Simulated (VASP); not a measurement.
# WS2 (P6_3/mmc) in VASP: further runs

Runs on WS2. Level: PBEsol+D3(BJ). Tasks: single point.

Everything below comes from runs of VASP 6.6.1. Logs are shortened: lines on timing, memory, paths and dates and some standing lists are left out, and cuts for length are marked.

### Step 1. The cell of the first run

The structure is hexagonal, space group P6_3/mmc (No. 194). Conventional cell: a = 3.180 Å, b = 3.180 Å, c = 12.500 Å, α = 90.00°, β = 90.00°, γ = 120.00°. Within 3.2 Å of W (site symmetry -6m2) lie 6 S at 2.41 Å and 6 W at 3.18 Å. S (site symmetry 3m) has 3 W at 2.41 Å and 7 S at 3.12 to 3.18 Å within 3.2 Å.

### Step 2. Single point, PBEsol+D3(BJ)

Input file INCAR:

```
SYSTEM = WS2
PREC = Accurate ; ENCUT = 500
EDIFF = 1E-6 ; ISMEAR = 1
SIGMA = 0.154 ; LREAL = .False.
LASPH = .True. ; NELM = 120
ALGO = Normal ; ISIF = 2
LWAVE = .False. ; LCHARG = .False.
GGA = PS ; IVDW = 12
NBANDS = 35 ; GGA_COMPAT = .False.
```

Input file KPOINTS:

```
Automatic mesh
0
Gamma
  9 9 2
  0 0 0
```

Input file POSCAR:

```
WS2
1.0
    3.1800000000      0.0000000000      0.0000000000
   -1.5900000000      2.7539607800      0.0000000000
    0.0000000000      0.0000000000     12.5000000000
W S
2 4
Direct
    0.3333333300      0.6666666700      0.2500000000
    0.6666666700      0.3333333300      0.7500000000
    0.3333333300      0.6666666700      0.6250000000
    0.6666666700      0.3333333300      0.1250000000
    0.3333333300      0.6666666700      0.8750000000
    0.6666666700      0.3333333300      0.3750000000
```

Potentials or basis: VASP PAW PBE potentials, release 64 (W_sv, S).

On the command line:

```sh
> cat potpaw_PBE.64/W_sv/POTCAR potpaw_PBE.64/S/POTCAR > POTCAR
> mpirun -np 1 vasp_std > vasp.out
```

OUTCAR:

```text
SYSTEM = WS2
   PREC = Accurate
   ENCUT = 500
   EDIFF = 1E-6
   ISMEAR = 1
   LREAL = .False.
   LASPH = .True.
   NELM = 120
   ISIF = 2
   GGA = PS
   IVDW = 12
 IVDW          = 12

 ion  position               nearest neighbor table
   1  0.333  0.667  0.250-   4 2.41   6 2.41   4 2.41   6 2.41   4 2.41   6 2.41
   2  0.667  0.333  0.750-   3 2.41   5 2.41   3 2.41   5 2.41   3 2.41   5 2.41
   3  0.333  0.667  0.625-   2 2.41   2 2.41   2 2.41
   4  0.667  0.333  0.125-   1 2.41   1 2.41   1 2.41
   5  0.333  0.667  0.875-   2 2.41   2 2.41   2 2.41
   6  0.667  0.333  0.375-   1 2.41   1 2.41   1 2.41

  LATTYP: Found a hexagonal cell.
 ALAT       =     3.1800000000
 C/A-ratio  =     3.9308176101

  Lattice vectors:

 A1 = (   3.1800000000,   0.0000000000,   0.0000000000)
 A2 = (  -1.5900000000,   2.7539607800,   0.0000000000)
 A3 = (   0.0000000000,   0.0000000000,  12.5000000000)

Analysis of symmetry for initial positions (statically):
=====================================================================
 Subroutine PRICEL returns:
 Original cell was already a primitive cell.

 Routine SETGRP: Setting up the symmetry group for a
 hexagonal supercell.

 Subroutine GETGRP returns: Found 24 space group operations
 (whereof 12 operations were pure point group operations)
 out of a pool of 24 trial point group operations.

The static configuration has the point symmetry D_3d.
 The point group associated with its full space group is D_6h.

Analysis of symmetry for dynamics (positions and initial velocities):
=====================================================================
 Subroutine PRICEL returns:
 Original cell was already a primitive cell.

 Routine SETGRP: Setting up the symmetry group for a
 hexagonal supercell.

 Subroutine GETGRP returns: Found 24 space group operations
 (whereof 12 operations were pure point group operations)
 out of a pool of 24 trial point group operations.

The dynamic configuration has the point symmetry D_3d.
 The point group associated with its full space group is D_6h.

 Subroutine INISYM returns: Found 24 space group operations
 (whereof 12 operations are pure point group operations),
 and found     1 'primitive' translations

----------------------------------------------------------------------------------------

                                     Primitive cell

  volume of cell :     109.4699

  direct lattice vectors                    reciprocal lattice vectors
[... 98 lines left out ...]
   IBRION =     -1    ionic relax: 0-MD 1-quasi-New 2-CG
   NFREE  =      0    steps in history (QN), initial steepest desc. (CG)
   ISIF   =      2    stress and relaxation
   ISYM   =      2    0-nonsym 1-usesym 2-fastsym
   POTIM  = 0.5000    time-step for ionic-motion
   TEBEG  =    0.0;   TEEND  =   0.0 temperature during run
   PSTRESS=    0.0 pullay stress
   NELECT =      52.0000    total number of electrons
   NUPDOWN=      -1.0000    fix difference up-down
   EMIN   =  10.00;   EMAX   =-10.00  energy-range for DOS
   EFERMI =   0.00;   METHOD = LEGACY
   ISMEAR =     1;   SIGMA  =   0.15  broadening in eV -4-tet -1-fermi 0-gaus
   EFERMI_NEDOS =   21; number of points for ismear=-14 and -15
   IALGO  =     38    algorithm
   IMIX   =      4    mixing-type and parameters
     AMIX     =   0.40;   BMIX     =  1.00
     AMIX_MAG =   1.60;   BMIX_MAG =  1.00
  volume/ion in A,a.u.               =      18.24       123.12
  Fermi-wavevector in a.u.,A,eV,Ry     =   1.277353  2.413847 22.199689  1.631631
  Thomas-Fermi vector in A             =   2.409958
   LORBIT       =      0    0 simple, 1 ext, 2 COOP (PROOUT), +10 PAW based schemes
   GGA     = PS    functional components
   LHFCALC =     F    Hartree Fock is set to
   AEXX    =    0.0000 exact exchange contribution
   IVDW    =    12    specifies the selected vdW correction
   LEPSILON=     F    determine dielectric tensor
   LRPA    =     F    only Hartree local field effects (RPA)
 non-spin polarized calculation
 Methfessel and Paxton  Order N= 1 SIGMA  =   0.15
  energy-cutoff  :      500.00
  volume of cell :      109.47
 maximum number of plane-waves:      2802
 NGX is ok and might be reduce to    24
   NGX = 11   NGY = 11   NGZ = 45

 number of electron      52.0000006 magnetization

 Free energy of the ion-electron system (eV)
  ---------------------------------------------------
  ext. energy  EPLUGINS =         0.00000000
  ---------------------------------------------------
  free energy    TOTEN  =       -50.52914774 eV

  energy without entropy =      -50.52920540  energy(sigma->0) =      -50.52916696

 E-fermi :   7.1524     XC(G=0): -10.9464

 val. band max:        7.0231972035   @ k =   0.0000   0.0000   0.0000
 cond. band min:       8.1403902941   @ k =   0.2222   0.1111   0.0000
 fundamental gap:      1.1171930906
 Fermi energy:         7.1524267843

 k-point     1 :       0.0000    0.0000    0.0000
  band No.  band energies     occupation
      1     -67.5652      2.00000
      2     -67.5652      2.00000
      3     -31.8132      2.00000
      4     -31.8132      2.00000
      5     -31.6565      2.00000
      6     -31.6565      2.00000
[... 901 lines left out ...]
     34      11.7780      0.00000
     35      13.3953      0.00000

------------------------ aborting loop because EDIFF is reached ----------------------------------------

 Edisp (eV)   -2.23977

 E8    (eV) :    -1.4510

  FORCE on cell =-STRESS in cart. coord.  units (eV):
  Direction    XX          YY          ZZ          XY          YZ          ZX
  --------------------------------------------------------------------------------------
  -------------------------------------------------------------------------------------
  Total      -4.60837    -4.60837    -3.06086    -0.00000     0.00000    -0.00000
  in kB     -67.44700   -67.44700   -44.79811    -0.00000     0.00000    -0.00000
  external pressure =      -59.90 kB  Pullay stress =        0.00 kB

 VOLUME and BASIS-vectors are now :
 -----------------------------------------------------------------------------
  energy-cutoff  :      500.00
  volume of cell :      109.47
      direct lattice vectors                 reciprocal lattice vectors
     3.180000000  0.000000000  0.000000000     0.314465409  0.181556689  0.000000000
    -1.590000000  2.753960780  0.000000000     0.000000000  0.363113377  0.000000000
     0.000000000  0.000000000 12.500000000     0.000000000  0.000000000  0.080000000

 POSITION                                       TOTAL-FORCE (eV/Angst)
 -----------------------------------------------------------------------------------
     -0.00000      1.83597      3.12500         0.000000     -0.000000     -0.000000
      1.59000      0.91799      9.37500        -0.000000      0.000000     -0.000000
     -0.00000      1.83597      7.81250        -0.000000      0.000000      0.115614
      1.59000      0.91799      1.56250         0.000000     -0.000000      0.115614
     -0.00000      1.83597     10.93750        -0.000000     -0.000000     -0.115614
      1.59000      0.91799      4.68750         0.000000     -0.000000     -0.115614
 -----------------------------------------------------------------------------------
    total drift:                               -0.000010      0.000006     -0.000000

  FREE ENERGIE OF THE ION-ELECTRON SYSTEM (eV)
  ---------------------------------------------------
  free  energy   TOTEN  =       -52.7689183114 eV

  energy  without entropy=      -52.7689759712  energy(sigma->0) =      -52.76893753
```

OSZICAR:

```text
N       E                     dE             d eps       ncg     rms          rms(c)
DAV:   1     0.501760482902E+03    0.50176E+03   -0.27905E+04  1856   0.144E+03
DAV:   2    -0.193252419523E+02   -0.52109E+03   -0.50342E+03  1959   0.400E+02
DAV:   3    -0.523374672583E+02   -0.33012E+02   -0.32439E+02  2103   0.951E+01
DAV:   4    -0.531667631311E+02   -0.82930E+00   -0.82561E+00  2018   0.156E+01
DAV:   5    -0.531830041508E+02   -0.16241E-01   -0.16233E-01  2043   0.237E+00    0.382E+01
DAV:   6    -0.509111857560E+02    0.22718E+01   -0.77408E+00  1901   0.187E+01    0.160E+01
DAV:   7    -0.506727221104E+02    0.23846E+00   -0.24124E+00  1822   0.802E+00    0.645E+00
DAV:   8    -0.505310426068E+02    0.14168E+00   -0.37535E-01  1891   0.419E+00    0.199E+00
DAV:   9    -0.505317543058E+02   -0.71170E-03   -0.47976E-02  2130   0.111E+00    0.106E+00
DAV:  10    -0.505296440210E+02    0.21103E-02   -0.23232E-02  1985   0.987E-01    0.426E-01
DAV:  11    -0.505291611249E+02    0.48290E-03   -0.41474E-03  1841   0.397E-01    0.187E-01
DAV:  12    -0.505291320465E+02    0.29078E-04   -0.16939E-04  1913   0.799E-02    0.660E-02
DAV:  13    -0.505291457667E+02   -0.13720E-04   -0.23248E-05  1944   0.282E-02    0.440E-02
DAV:  14    -0.505291484430E+02   -0.26763E-05   -0.16263E-05  1725   0.229E-02    0.255E-02
DAV:  15    -0.505291477446E+02    0.69841E-06   -0.28721E-06  1510   0.120E-02
   1 F= -.52768918E+02 E0= -.52768938E+02  d E =0.576598E-04
```

stdout:

```text
POSCAR found type information on POSCAR W S
 POSCAR found :  2 types and       6 ions
 scaLAPACK will be used
 -----------------------------------------------------------------------------
|                                                                             |
|                                                                             |
|     You enforced a specific xc type in the INCAR file but a different       |
|     I HOPE YOU KNOW WHAT YOU ARE DOING!                                     |
|                                                                             |
 -----------------------------------------------------------------------------

 LDA part: xc-table for (Slater+PW92), standard interpolation
 POSCAR, INCAR and KPOINTS ok, starting setup
 FFT: planning ... GRIDC
 FFT: planning ... GRID_SOFT
 FFT: planning ... GRID
 WAVECAR not read
 entering main loop
```

Run time: 59 s. Hardware: 1 thread of AMD EPYC 9R14 (Zen 4), shared host; peak memory 0.23 GiB.

Results:

- Free energy: -52.7689 eV
- Pressure: -6.0 GPa
- Largest force: 0.116 eV/Å
- Band gap on the k mesh: 1.12 eV (least direct gap 1.73 eV)
- Dispersion energy per atom: -0.373 eV

Forces on the atoms (eV/Å):
```
W    0.000  0.000  0.000
W    0.000  0.000  0.000
S    0.000  0.000  0.116
S    0.000  0.000  0.116
S    0.000  0.000 -0.116
S    0.000  0.000 -0.116
```

Levels at points of the mesh, in eV from the valence-band top:
```tsv
k point	band 22	band 23	band 24	band 25	band 26	band 27	band 28	band 29	band 30	band 31
(0.00, 0.00, 0.00)	-2.25	-2.25	-1.55	-1.12	0.00	2.25	2.25	2.26	2.26	2.37
(0.00, 0.00, 0.50)	-2.27	-2.27	-2.27	-0.30	-0.30	2.25	2.25	2.25	2.25	2.45
```

Caveat: the cell stands under tension; the PAW data sets were made with another functional, which shifts forces and pressure a little; spin-orbit coupling is left out, which moves the levels of the heavy elements.

### Step 3. Single point, PBEsol+D3(BJ)

Input file INCAR:

```
PREC = Accurate
ENCUT = 500
EDIFF = 1E-6
ISMEAR = 1
SIGMA = 0.15
LREAL = False
LASPH = True
NELM = 120
ALGO = Normal
ISIF = 2
LWAVE = False
LCHARG = False
GGA = PS
IVDW = 12
NBANDS = 35
GGA_COMPAT = False
```

Input file KPOINTS:

```
regular mesh
0
Gamma
  9 9 2
```

POSCAR is that of step 2.

Potentials or basis: VASP PAW PBE potentials, release 64 (W_sv, S).

On the command line:

```sh
> cat potpaw_PBE.64/W_sv/POTCAR potpaw_PBE.64/S/POTCAR > POTCAR
> mpirun -np 1 vasp_std > vasp.out
```

OUTCAR:

```text
PREC = Accurate
   ENCUT = 500
   EDIFF = 1E-6
   ISMEAR = 1
   LREAL = False
   LASPH = True
   NELM = 120
   ISIF = 2
   GGA = PS
   IVDW = 12
 IVDW          = 12

 ion  position               nearest neighbor table
   1  0.333  0.667  0.250-   4 2.41   6 2.41   4 2.41   6 2.41   4 2.41   6 2.41
   2  0.667  0.333  0.750-   3 2.41   5 2.41   3 2.41   5 2.41   3 2.41   5 2.41
   3  0.333  0.667  0.625-   2 2.41   2 2.41   2 2.41
   4  0.667  0.333  0.125-   1 2.41   1 2.41   1 2.41
   5  0.333  0.667  0.875-   2 2.41   2 2.41   2 2.41
   6  0.667  0.333  0.375-   1 2.41   1 2.41   1 2.41

  LATTYP: Found a hexagonal cell.
 ALAT       =     3.1800000000
 C/A-ratio  =     3.9308176101

  Lattice vectors:

 A1 = (   3.1800000000,   0.0000000000,   0.0000000000)
 A2 = (  -1.5900000000,   2.7539607800,   0.0000000000)
 A3 = (   0.0000000000,   0.0000000000,  12.5000000000)

Analysis of symmetry for initial positions (statically):
=====================================================================
 Subroutine PRICEL returns:
 Original cell was already a primitive cell.

 Routine SETGRP: Setting up the symmetry group for a
 hexagonal supercell.

 Subroutine GETGRP returns: Found 24 space group operations
 (whereof 12 operations were pure point group operations)
 out of a pool of 24 trial point group operations.

The static configuration has the point symmetry D_3d.
 The point group associated with its full space group is D_6h.

Analysis of symmetry for dynamics (positions and initial velocities):
=====================================================================
 Subroutine PRICEL returns:
 Original cell was already a primitive cell.

 Routine SETGRP: Setting up the symmetry group for a
 hexagonal supercell.

 Subroutine GETGRP returns: Found 24 space group operations
 (whereof 12 operations were pure point group operations)
 out of a pool of 24 trial point group operations.

[... 130 lines left out ...]
  Fermi-wavevector in a.u.,A,eV,Ry     =   1.277353  2.413847 22.199689  1.631631
  Thomas-Fermi vector in A             =   2.409958
   LORBIT       =      0    0 simple, 1 ext, 2 COOP (PROOUT), +10 PAW based schemes
   GGA     = PS    functional components
   LHFCALC =     F    Hartree Fock is set to
   AEXX    =    0.0000 exact exchange contribution
   IVDW    =    12    specifies the selected vdW correction
   LEPSILON=     F    determine dielectric tensor
   LRPA    =     F    only Hartree local field effects (RPA)
 non-spin polarized calculation
 Methfessel and Paxton  Order N= 1 SIGMA  =   0.15
  energy-cutoff  :      500.00
  volume of cell :      109.47
 maximum number of plane-waves:      2802
 NGX is ok and might be reduce to    24
   NGX = 11   NGY = 11   NGZ = 45

 number of electron      52.0000006 magnetization

 Free energy of the ion-electron system (eV)
  ---------------------------------------------------
  ext. energy  EPLUGINS =         0.00000000
  ---------------------------------------------------
  free energy    TOTEN  =       -50.52914923 eV

  energy without entropy =      -50.52920479  energy(sigma->0) =      -50.52916775

 E-fermi :   7.1492     XC(G=0): -10.9464

 val. band max:        7.0231972816   @ k =   0.0000   0.0000   0.0000
 cond. band min:       8.1403903229   @ k =   0.2222   0.1111   0.0000
 fundamental gap:      1.1171930413
 Fermi energy:         7.1491755004

 k-point     1 :       0.0000    0.0000    0.0000
  band No.  band energies     occupation
      1     -67.5652      2.00000
      2     -67.5652      2.00000
      3     -31.8132      2.00000
      4     -31.8132      2.00000
      5     -31.6565      2.00000
      6     -31.6565      2.00000
[... 901 lines left out ...]
     34      11.7780      0.00000
     35      13.3953      0.00000

------------------------ aborting loop because EDIFF is reached ----------------------------------------

 Edisp (eV)   -2.23977

 E8    (eV) :    -1.4510

  FORCE on cell =-STRESS in cart. coord.  units (eV):
  Direction    XX          YY          ZZ          XY          YZ          ZX
  --------------------------------------------------------------------------------------
  -------------------------------------------------------------------------------------
  Total      -4.60836    -4.60836    -3.06086     0.00000     0.00000    -0.00000
  in kB     -67.44698   -67.44698   -44.79809     0.00000     0.00000    -0.00000
  external pressure =      -59.90 kB  Pullay stress =        0.00 kB

 VOLUME and BASIS-vectors are now :
 -----------------------------------------------------------------------------
  energy-cutoff  :      500.00
  volume of cell :      109.47
      direct lattice vectors                 reciprocal lattice vectors
     3.180000000  0.000000000  0.000000000     0.314465409  0.181556689  0.000000000
    -1.590000000  2.753960780  0.000000000     0.000000000  0.363113377  0.000000000
     0.000000000  0.000000000 12.500000000     0.000000000  0.000000000  0.080000000

 POSITION                                       TOTAL-FORCE (eV/Angst)
 -----------------------------------------------------------------------------------
     -0.00000      1.83597      3.12500        -0.000000     -0.000000     -0.000000
      1.59000      0.91799      9.37500         0.000000      0.000000     -0.000000
     -0.00000      1.83597      7.81250         0.000000      0.000000      0.115614
      1.59000      0.91799      1.56250         0.000000      0.000000      0.115614
     -0.00000      1.83597     10.93750         0.000000      0.000000     -0.115614
      1.59000      0.91799      4.68750         0.000000      0.000000     -0.115614
 -----------------------------------------------------------------------------------
    total drift:                               -0.000010      0.000006     -0.000000

  FREE ENERGIE OF THE ION-ELECTRON SYSTEM (eV)
  ---------------------------------------------------
  free  energy   TOTEN  =       -52.7689198001 eV

  energy  without entropy=      -52.7689753584  energy(sigma->0) =      -52.76893832
```

stdout:

```text
POSCAR found type information on POSCAR W S
 POSCAR found :  2 types and       6 ions
 scaLAPACK will be used
 -----------------------------------------------------------------------------
|                                                                             |
|                                                                             |
|     You enforced a specific xc type in the INCAR file but a different       |
|     I HOPE YOU KNOW WHAT YOU ARE DOING!                                     |
|                                                                             |
 -----------------------------------------------------------------------------

 LDA part: xc-table for (Slater+PW92), standard interpolation
 POSCAR, INCAR and KPOINTS ok, starting setup
 FFT: planning ... GRIDC
 FFT: planning ... GRID_SOFT
 FFT: planning ... GRID
 WAVECAR not read
 entering main loop
```

It took 62 s on 1 thread of AMD EPYC 9R14 (Zen 4), shared host; peak memory 0.23 GiB.

What came out:

- Free energy: -52.7689 eV
- Pressure: -6.0 GPa
- Largest force: 0.116 eV/Å
- Band gap on the k mesh: 1.12 eV (least direct gap 1.73 eV)
- Dispersion energy per atom: -0.373 eV

Forces in eV/Å, atoms in the order of the input:
```
W    0.000  0.000  0.000
W    0.000  0.000  0.000
S    0.000  0.000  0.116
S    0.000  0.000  0.116
S    0.000  0.000 -0.116
S    0.000  0.000 -0.116
```

Stress tensor (GPa, compression positive):
```
-6.74  0.00  0.00
 0.00 -6.74  0.00
 0.00  0.00 -4.48
```

Caveat: the cell stands under tension; the PAW data sets were made with another functional, which shifts forces and pressure a little; spin-orbit coupling is left out, which moves the levels of the heavy elements. A k mesh can miss the band edges.
